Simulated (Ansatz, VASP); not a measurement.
**Sn2Pb in VASP and in Ansatz**

```
CELL_PARAMETERS angstrom
4.98872 0.00000 0.00000
-2.49436 4.32035 0.00000
0.00000 0.00000 3.57346
ATOMIC_POSITIONS crystal
Sn 0.33333 0.66667 0.50000
Sn 0.66667 0.33333 0.50000
Pb 0.00000 0.00000 0.00000
```

Change from the starting cell: species swapped into the CeHg2 type (P6/mmm, No. 191).

Alike in both runs: task relaxation of cell and atoms; functional PBE; k mesh 5 × 5 × 6; occupations gaussian, width 0.2 eV; no spin polarisation.

|  | VASP | Ansatz |
| --- | --- | --- |
| version | VASP 6.6.1 | Ansatz 0.2.0 |
| potentials or method | VASP PAW PBE potentials, release 64 (Sn_d, Pb_d), cutoff 600 eV | scalar-relativistic, plane waves, PAW |
| valence electrons in the cell | 42 | 42 |

VASP gave:

* gap on the k mesh at the Fermi level, each at its own relaxed structure (eV): none
* relaxed volume (Å³/atom): 29.25
* relaxed cell length with the largest relative difference (Å): 3.206

**Question.** Which values does Ansatz return?

**Answer.** gap on the k mesh at the Fermi level, each at its own relaxed structure (eV): none; relaxed volume (Å³/atom): 29.02; relaxed cell length with the largest relative difference (Å): 3.192.

A gap of «none» marks a metal or a gap that the smearing closes.

Neither program's run includes spin-orbit coupling.
